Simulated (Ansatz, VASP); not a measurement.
## One calculation of TiBr2, two programs

```
Ti Br
1.0
     2.07167    1.19608    6.26345
    -2.07167    1.19608    6.26345
     0.00000   -2.39216    6.26345
Ti Br
1 2
Direct
  0.00000 0.00000 0.00000
  0.25200 0.25200 0.25200
  0.74800 0.74800 0.74800
```

Alike in both runs: task single point; functional LDA; k mesh 5 × 5 × 5; occupations gaussian, width 0.05 eV; collinear spin; Hubbard terms Ti d U = 7.0 eV.

|  | VASP | Ansatz |
| --- | --- | --- |
| version | VASP 6.6.1 | Ansatz 0.2.0 |
| potentials or method | VASP PAW LDA potentials, release 64 (Ti_sv, Br) | Ansatz PAW |
| plane-wave cutoff (eV) | 520 | 420 |
| valence electrons in the cell | 26 | 26 |

|  | VASP | Ansatz | Ansatz less VASP |
| --- | --- | --- | --- |
| gap on the k mesh at the Fermi level (eV) | 3.02 | 3.64 | +0.615 |
| least direct gap on the mesh (eV) | 3.68 | 3.64 | -0.042 |
| pressure (GPa) | -4.1 | -3.3 | +0.83 |
| traceless stress, the component that is largest in VASP (GPa) | 0.75 | 0.38 | -0.373 |
| rms of the force components (eV/Å) | 0.243 | 0.205 | -0.0376 |
| net moment per atom (μB) | 0.67 | 0.67 | 0.000 |
| size of the moment on the site where the two differ most (μB) | 1.75 | 1.72 | -0.033 |

LDA's correlation is that of Perdew and Zunger in VASP and of Perdew and Wang (1992) in Ansatz. Site moments also hang on the region over which each program counts them. The programs project onto different local orbitals, so the same U acts differently, and such runs can settle in different states. Atom by atom the forces differ by 0.038 eV/Å (rms over components).

Noted on Ansatz's run: the magnetic or orbital state may not be the lowest; odd divisions of the mesh miss points on the zone boundary, where band edges often lie, so the gap on the mesh can be too wide.
